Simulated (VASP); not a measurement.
# Ti2Te2Pt (P6/mmm) in VASP: single point with PBE

Aim: the single point of Ti2Te2Pt with PBE.

All numbers are computed with VASP 6.6.1; they aren't measurements. Logs are shortened: lines on timing, memory, paths and dates and some standing lists are left out, and cuts for length are marked.

## 1. The cell of the first run

It takes space group P6/mmm (No. 191, hexagonal). The conventional cell has a = 4.991 Å, b = 4.991 Å, c = 5.519 Å, α = 90.00°, β = 90.00°, γ = 120.00°. Within 3.6 Å of Ti (site symmetry -6m2) lie 2 Te at 2.76 Å and 3 Ti at 2.88 Å and 3 Pt at 2.88 Å. Within 3.6 Å of Te (site symmetry -6m2) lie 2 Ti at 2.76 Å and 3 Te at 2.88 Å. Within 3.8 Å of Pt (site symmetry 6/mmm) lie 6 Ti at 2.88 Å.

The cell was built from a structure type or drawn by symmetry, and may not be a known phase.

## 2. Single point, PBE, collinear spin

Input file INCAR:

```
SYSTEM = Ti2Te2Pt
PREC = Accurate
ENCUT = 500
EDIFF = 1E-6
ISMEAR = 0
SIGMA = 0.1
LREAL = .False.
LASPH = .True.
NELM = 200
ALGO = Normal
ISIF = 2
LWAVE = .False.
LCHARG = .True.
ISPIN = 2
MAGMOM = 0.43 0.43 0 0 0
LORBIT = 11
LMAXMIX = 4
GGA = PE
LELF = .True.
LVHAR = .True.
NBANDS = 35
GGA_COMPAT = .False.
```

Input file KPOINTS:

```
regular mesh
0
Gamma
  12 12 8
  0 0 0
```

Input file POSCAR:

```
Ti2Te2Pt
1.0
    4.9913283537      0.0000000000      0.0000000000
   -2.4956641769      4.3226171530      0.0000000000
    0.0000000000      0.0000000000      5.5189907885
Ti Te Pt
2 2 1
Direct
    0.3333333333      0.6666666667      0.0000000000
    0.6666666667      0.3333333333      0.0000000000
    0.3333333333      0.6666666667      0.5000000000
    0.6666666667      0.3333333333      0.5000000000
    0.0000000000      0.0000000000      0.0000000000
```

Potentials or basis: VASP PAW PBE potentials, release 64 (Ti_sv, Te, Pt).

Launch:

```bash
cat potpaw_PBE.64/Ti_sv/POTCAR potpaw_PBE.64/Te/POTCAR potpaw_PBE.64/Pt/POTCAR > POTCAR
mpirun -np 1 vasp_std > vasp.out
```

OUTCAR:

```text
SYSTEM = Ti2Te2Pt
   PREC = Accurate
   ENCUT = 500
   EDIFF = 1E-6
   ISMEAR = 0
   LREAL = .False.
   LASPH = .True.
   NELM = 200
   ISIF = 2
   ISPIN = 2
   LORBIT = 11
   GGA = PE

 ion  position               nearest neighbor table
   1  0.333  0.667  0.000-   3 2.76   3 2.76   2 2.88   5 2.88   2 2.88   5 2.88   5 2.88   2 2.88

   2  0.667  0.333  0.000-   4 2.76   4 2.76   1 2.88   5 2.88   1 2.88   5 2.88   5 2.88   1 2.88

   3  0.333  0.667  0.500-   1 2.76   1 2.76   4 2.88   4 2.88   4 2.88
   4  0.667  0.333  0.500-   2 2.76   2 2.76   3 2.88   3 2.88   3 2.88
   5  0.000  0.000  0.000-   1 2.88   2 2.88   2 2.88   1 2.88   2 2.88   1 2.88

  LATTYP: Found a hexagonal cell.
 ALAT       =     4.9913283537
 C/A-ratio  =     1.1057158330

  Lattice vectors:

 A1 = (   4.9913283537,   0.0000000000,   0.0000000000)
 A2 = (  -2.4956641769,   4.3226171530,   0.0000000000)
 A3 = (   0.0000000000,   0.0000000000,   5.5189907885)

Analysis of symmetry for initial positions (statically):
=====================================================================
 Subroutine PRICEL returns:
 Original cell was already a primitive cell.

 Routine SETGRP: Setting up the symmetry group for a
 hexagonal supercell.

 Subroutine GETGRP returns: Found 24 space group operations
 (whereof 24 operations were pure point group operations)
 out of a pool of 24 trial point group operations.

The static configuration has the point symmetry D_6h.

Analysis of symmetry for dynamics (positions and initial velocities):
=====================================================================
 Subroutine PRICEL returns:
 Original cell was already a primitive cell.

 Routine SETGRP: Setting up the symmetry group for a
 hexagonal supercell.

 Subroutine GETGRP returns: Found 24 space group operations
 (whereof 24 operations were pure point group operations)
 out of a pool of 24 trial point group operations.

The dynamic configuration has the point symmetry D_6h.

Analysis of structural, dynamic, and magnetic symmetry:
=====================================================================
 Subroutine PRICEL returns:
 Original cell was already a primitive cell.

 Routine SETGRP: Setting up the symmetry group for a
 hexagonal supercell.

 Subroutine GETGRP returns: Found 24 space group operations
 (whereof 24 operations were pure point group operations)
 out of a pool of 24 trial point group operations.

The overall configuration has the point symmetry D_6h.

 Subroutine INISYM returns: Found 24 space group operations
 (whereof 24 operations are pure point group operations),
 and found     1 'primitive' translations

----------------------------------------------------------------------------------------

                                     Primitive cell

  volume of cell :     119.0755

  direct lattice vectors                    reciprocal lattice vectors
     4.991328354  0.000000000  0.000000000     0.200347468  0.115670665  0.000000000
    -2.495664177  4.322617153  0.000000000     0.000000000  0.231341330  0.000000000
     0.000000000  0.000000000  5.518990789     0.000000000  0.000000000  0.181192547

  length of vectors
     4.991328354  4.991328354  5.518990789     0.231341330  0.231341330  0.181192547

  position of ions in fractional coordinates (direct lattice)
     0.333333333  0.666666667  0.000000000
     0.666666667  0.333333333  0.000000000
     0.333333333  0.666666667  0.500000000
     0.666666667  0.333333333  0.500000000
     0.000000000  0.000000000  0.000000000

  ion indices of the primitive-cell ions
   primitive index   ion index
                 1           1
                 2           2
                 3           3
                 4           4
                 5           5

----------------------------------------------------------------------------------------

 KPOINTS: regular mesh

Automatic generation of k-mesh.
 Grid dimensions read from file:
 generate k-points for:   12   12    8

 Generating k-lattice:

  Cartesian coordinates                     Fractional coordinates (reciprocal lattice)
     0.016695622  0.009639222  0.000000000     0.083333333  0.000000000  0.000000000
     0.000000000  0.019278444  0.000000000     0.000000000  0.083333333  0.000000000
     0.000000000  0.000000000  0.022649068     0.000000000  0.000000000  0.125000000

  Length of vectors
     0.019278444  0.019278444  0.022649068

  Shift w.r.t. Gamma in fractional coordinates (k-lattice)
     0.000000000  0.000000000  0.000000000

 Subroutine IBZKPT returns following result:
 ===========================================

 Found     95 irreducible k-points:

 Following reciprocal coordinates:
            Coordinates               Weight
  0.000000  0.000000  0.000000      1.000000
  0.083333  0.000000  0.000000      6.000000
  0.166667  0.000000  0.000000      6.000000
  0.250000  0.000000  0.000000      6.000000
  0.333333  0.000000  0.000000      6.000000
  0.416667  0.000000  0.000000      6.000000
[... 16 lines left out ...]
  0.250000  0.000000  0.125000     12.000000
  0.333333  0.000000  0.125000     12.000000
 [... further k-points ...]
   k-points           NKPTS =     95   k-points in BZ     NKDIM =     95   number of bands    NBANDS=     35
   number of dos      NEDOS =    301   number of ions     NIONS =      5
   total plane-waves  NPLWV =  51840
   dimension x,y,z NGX =    36 NGY =   36 NGZ =   40
   dimension x,y,z NGXF=    72 NGYF=   72 NGZF=   80
   ions per type =               2   2   1
   NGX,Y,Z   is equivalent  to a cutoff of  11.99, 11.99, 12.05 a.u.
   NGXF,Y,Z  is equivalent  to a cutoff of  23.98, 23.98, 24.10 a.u.
 SYSTEM =  Ti2Te2Pt
   PREC   = accura    normal or accurate (medium, high low for compatibility)
   ISTART =      0    job   : 0-new  1-cont  2-samecut
   ICHARG =      2    charge: 1-file 2-atom 10-const
   ISPIN  =      2    spin polarized calculation?
   LNONCOLLINEAR =      F non collinear calculations
   LSORBIT =      F    spin-orbit coupling
   LASPH  =      T    aspherical Exc in radial PAW
   ENCUT  =  500.0 eV  36.75 Ry    6.06 a.u.   9.10  9.10 10.06*2*pi/ulx,y,z
   NELM   =    200;   NELMIN=  2; NELMDL= -5     # of ELM steps
   EDIFF  = 0.1E-05   stopping-criterion for ELM
   LREAL  =      F    real-space projection
[... 7 lines left out ...]
   TEBEG  =    0.0;   TEEND  =   0.0 temperature during run
   PSTRESS=    0.0 pullay stress
   NELECT =      46.0000    total number of electrons
   NUPDOWN=      -1.0000    fix difference up-down
   EMIN   =  10.00;   EMAX   =-10.00  energy-range for DOS
   EFERMI =   0.00;   METHOD = LEGACY
   ISMEAR =     0;   SIGMA  =   0.10  broadening in eV -4-tet -1-fermi 0-gaus
   EFERMI_NEDOS =   21; number of points for ismear=-14 and -15
   IALGO  =     38    algorithm
   IMIX   =      4    mixing-type and parameters
     AMIX     =   0.40;   BMIX     =  1.00
     AMIX_MAG =   1.60;   BMIX_MAG =  1.00
  volume/ion in A,a.u.               =      23.82       160.71
  Fermi-wavevector in a.u.,A,eV,Ry     =   1.192303  2.253126 19.341853  1.421586
  Thomas-Fermi vector in A             =   2.328344
   LORBIT       =     11    0 simple, 1 ext, 2 COOP (PROOUT), +10 PAW based schemes
   GGA     = PE    functional components
   LHFCALC =     F    Hartree Fock is set to
   AEXX    =    0.0000 exact exchange contribution
   IVDW    =     0    specifies the selected vdW correction
   LEPSILON=     F    determine dielectric tensor
   LRPA    =     F    only Hartree local field effects (RPA)
 spin polarized calculation
 Gauss-broadening in eV      SIGMA  =   0.10
  energy-cutoff  :      500.00
  volume of cell :      119.08
 maximum number of plane-waves:      3058
   NGX = 19   NGY = 19   NGZ = 21

 number of electron      46.0000012 magnetization       0.0022276

 Free energy of the ion-electron system (eV)
  ---------------------------------------------------
  ext. energy  EPLUGINS =         0.00000000
  ---------------------------------------------------
  free energy    TOTEN  =       -26.73806566 eV

  energy without entropy =      -26.70341274  energy(sigma->0) =      -26.72073920

 E-fermi :   7.4614     XC(G=0): -10.3529

 val. band max:        7.4605737284   @ k =   0.2500   0.0000   0.3750
 cond. band min:       7.4622698522   @ k =   0.1667   0.1667   0.2500
 fundamental gap:      0.0016961238
 Fermi energy:         7.4613519841

 spin component 1

 k-point     1 :       0.0000    0.0000    0.0000
  band No.  band energies     occupation
      1     -49.8241      1.00000
      2     -49.7583      1.00000
      3     -26.2316      1.00000
      4     -26.1696      1.00000
      5     -26.1099      1.00000
      6     -26.1099      1.00000
[... 27 lines left out ...]
     34      13.1758      0.00000
     35      14.7784      0.00000

 k-point     2 :       0.0833    0.0000    0.0000
  band No.  band energies     occupation
      1     -49.8231      1.00000
      2     -49.7592      1.00000
      3     -26.2306      1.00000
      4     -26.1706      1.00000
      5     -26.1112      1.00000
      6     -26.1066      1.00000
[... 27 lines left out ...]
     34      13.1028      0.00000
     35      13.8822      0.00000
[... 796 lines left out ...]
     34      12.0475      0.00000
     35      12.5369      0.00000

 k-point    24 :       0.3333    0.0000    0.1250
  band No.  band energies     occupation
      1     -49.8101      1.00000
      2     -49.7723      1.00000
      3     -26.2184      1.00000
      4     -26.1826      1.00000
      5     -26.1239      1.00000
      6     -26.0680      1.00000
[... 27 lines left out ...]
     34      11.3054      0.00000
     35      12.3589      0.00000

 [... further k-points ...]

 spin component 2

 k-point     1 :       0.0000    0.0000    0.0000
  band No.  band energies     occupation
      1     -49.8234      1.00000
      2     -49.7575      1.00000
      3     -26.2308      1.00000
      4     -26.1689      1.00000
      5     -26.1091      1.00000
      6     -26.1091      1.00000
[... 27 lines left out ...]
     34      13.1758      0.00000
     35      14.7780      0.00000

 k-point     2 :       0.0833    0.0000    0.0000
  band No.  band energies     occupation
      1     -49.8224      1.00000
      2     -49.7585      1.00000
      3     -26.2299      1.00000
      4     -26.1698      1.00000
      5     -26.1104      1.00000
      6     -26.1058      1.00000
[... 27 lines left out ...]
     34      13.1029      0.00000
     35      13.8836      0.00000
[... 796 lines left out ...]
     34      12.0480      0.00000
     35      12.5370      0.00000

 k-point    24 :       0.3333    0.0000    0.1250
  band No.  band energies     occupation
      1     -49.8094      1.00000
      2     -49.7715      1.00000
      3     -26.2177      1.00000
      4     -26.1818      1.00000
      5     -26.1231      1.00000
      6     -26.0673      1.00000
[... 27 lines left out ...]
     34      11.3059      0.00000
     35      12.3590      0.00000

 [... further k-points ...]

------------------------ aborting loop because EDIFF is reached ----------------------------------------

  FORCE on cell =-STRESS in cart. coord.  units (eV):
  Direction    XX          YY          ZZ          XY          YZ          ZX
  --------------------------------------------------------------------------------------
  -------------------------------------------------------------------------------------
  Total       -0.0550680     -0.0550680     -0.0384009      0.0000000      0.0000000      0.0000000
  in kB       -0.7409471     -0.7409471     -0.5166887      0.0000000      0.0000000      0.0000000
  external PRESSURE =      -0.6661943 kB  Pullay stress =       0.0000000 kB

 VOLUME and BASIS-vectors are now :
 -----------------------------------------------------------------------------
  energy-cutoff  :      500.00
  volume of cell :      119.08
      direct lattice vectors                 reciprocal lattice vectors
     4.991328354  0.000000000  0.000000000     0.200347468  0.115670665  0.000000000
    -2.495664177  4.322617153  0.000000000     0.000000000  0.231341330  0.000000000
     0.000000000  0.000000000  5.518990789     0.000000000  0.000000000  0.181192547

 POSITION                                       TOTAL-FORCE (eV/Angst)
 -----------------------------------------------------------------------------------
     -0.00000      2.88174      0.00000         0.000000      0.000000      0.000000
      2.49566      1.44087      0.00000        -0.000000     -0.000000     -0.000000
     -0.00000      2.88174      2.75950         0.000000     -0.000000     -0.000000
      2.49566      1.44087      2.75950         0.000000      0.000000     -0.000000
      0.00000      0.00000      0.00000         0.000000      0.000000     -0.000000
 -----------------------------------------------------------------------------------
    total drift:                               -0.000000      0.000000      0.000000

  FREE ENERGIE OF THE ION-ELECTRON SYSTEM (eV)
  ---------------------------------------------------
  free  energy   TOTEN  =       -26.7380656579 eV

  energy  without entropy=      -26.7034127405  energy(sigma->0) =      -26.72073920

 total charge

# of ion       s       p       d       tot
------------------------------------------
    1        2.198   6.073   1.905  10.176
    2        2.198   6.073   1.905  10.176
    3        1.422   1.914   0.073   3.410
    4        1.422   1.914   0.073   3.410
    5        0.757   0.319   7.995   9.071
--------------------------------------------------
tot          7.998  16.293  11.951  36.242

 magnetization (x)

# of ion       s       p       d       tot
------------------------------------------
    1        0.000   0.000   0.001   0.001
    2        0.000   0.000   0.001   0.001
    3       -0.000   0.000   0.000   0.000
    4       -0.000   0.000   0.000   0.000
    5       -0.000   0.000  -0.000  -0.000
--------------------------------------------------
tot          0.000   0.000   0.001   0.001
```

Wall time 19 min (1 thread of Intel Xeon 8259CL, shared host); peak memory 0.67 GiB.

What came out:

| Property | Result |
| --- | --- |
| Free energy | -26.7381 eV |
| Pressure | -0.1 GPa |
| Band gap on the k mesh | zero (filled and empty bands overlap) |
| Net moment | 0.00 μB per cell |
| Valence electrons inside the program's atomic spheres | Ti 10.18; Te 3.41; Pt 9.07 |

Levels at points of the mesh, in eV from the Fermi level:
Spin up:
| k point | band 19 | band 20 | band 21 | band 22 | band 23 | band 24 | band 25 | band 26 | band 27 | band 28 |
| --- | --- | --- | --- | --- | --- | --- | --- | --- | --- | --- |
| (0.00, 0.00, 0.00) | -1.70 | -1.33 | -1.33 | -0.96 | -0.45 | -0.45 | 0.44 | 0.44 | 0.60 | 0.61 |
| (0.50, 0.00, 0.00) | -1.73 | -1.51 | -1.01 | -0.39 | 0.04 | 0.13 | 0.36 | 0.98 | 1.23 | 1.43 |
| (0.00, 0.00, 0.50) | -2.63 | -1.25 | -0.44 | -0.44 | -0.15 | -0.15 | 0.26 | 0.26 | 0.52 | 0.52 |
| (0.50, 0.00, 0.50) | -2.07 | -1.57 | -1.24 | -0.39 | 0.23 | 0.52 | 0.70 | 0.80 | 0.84 | 0.91 |
Spin down:
| k point | band 20 | band 21 | band 22 | band 23 | band 24 | band 25 | band 26 | band 27 |
| --- | --- | --- | --- | --- | --- | --- | --- | --- |
| (0.00, 0.00, 0.00) | -1.33 | -1.33 | -0.96 | -0.45 | -0.45 | 0.44 | 0.44 | 0.60 |
| (0.50, 0.00, 0.00) | -1.51 | -1.01 | -0.39 | 0.04 | 0.13 | 0.36 | 0.98 | 1.23 |
| (0.00, 0.00, 0.50) | -1.25 | -0.43 | -0.43 | -0.15 | -0.15 | 0.26 | 0.26 | 0.52 |
| (0.50, 0.00, 0.50) | -1.57 | -1.24 | -0.39 | 0.23 | 0.52 | 0.70 | 0.80 | 0.84 |

Caveat: spin-orbit coupling is left out, which moves the levels of the heavy elements.
